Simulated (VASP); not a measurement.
Set up this calculation in VASP 6.6.1, as the native input.

* Task: single point
* Functional: PBE
* Potentials or basis: VASP PAW PBE potentials, release 64 (Be, Te)
* Cutoff: 520 eV
* k mesh: 6 × 6 × 4
* Occupations: gaussian, width 0.01 eV
* Spin: no spin polarisation
* Dipole correction: no
* Further INCAR settings: ALGO = Normal; EDIFF = 1e-06; NBANDS = 16

The structure of BeTe lies in POSCAR:

```
BeTe
1.0
    4.0729854191      0.0000000000      0.0000000000
   -2.0364927096      3.5273088421      0.0000000000
    0.0000000000      0.0000000000      8.8440642333
Be Te
2 2
Direct
    0.3333333333      0.6666666667      0.2500000000
    0.6666666667      0.3333333333      0.7500000000
    0.6666666667      0.3333333333      0.2500000000
    0.3333333333      0.6666666667      0.7500000000
```

This cell differs from its parent crystal: volume changed by +3%.

The input as run:

INCAR

```
SYSTEM = BeTe
PREC     = Accurate       ! precision mode
ENCUT    = 520            ! plane-wave cutoff, eV
EDIFF    = 1E-6           ! SCF threshold, eV
ISMEAR   = 0              ! smearing method
SIGMA    = 0.01           ! smearing width, eV
LREAL    = .False.        ! projectors in reciprocal space
LASPH    = .True.         ! aspherical terms in the spheres
NELM     = 80             ! most SCF steps
ALGO     = Normal         ! electronic algorithm
ISIF     = 2              ! what is computed and relaxed
LWAVE    = .False.        ! write WAVECAR
LCHARG   = .False.        ! write CHGCAR
GGA      = PE             ! functional
NBANDS   = 16             ! bands
```

KPOINTS

```
regular mesh
0
Gamma
  6 6 4
  0 0 0
```

Potentials or basis: VASP PAW PBE potentials, release 64 (Be, Te).

Run with:

```bash
$ cat potpaw_PBE.64/Be/POTCAR potpaw_PBE.64/Te/POTCAR > POTCAR
$ mpirun -np 1 vasp_std > vasp.out
```

It gave:

| Item | Value |
| --- | --- |
| Pressure | -1.0 GPa |
| Band gap on the k mesh | 2.77 eV, indirect (least direct gap 2.86 eV) |

Caveat: spin-orbit coupling is left out, which moves the levels of the heavy elements.

Run time: 37 s on 1 thread of Intel(R) Xeon(R) Platinum 8488C (Sapphire Rapids), with other jobs on the host, peak memory 0.25 GiB.
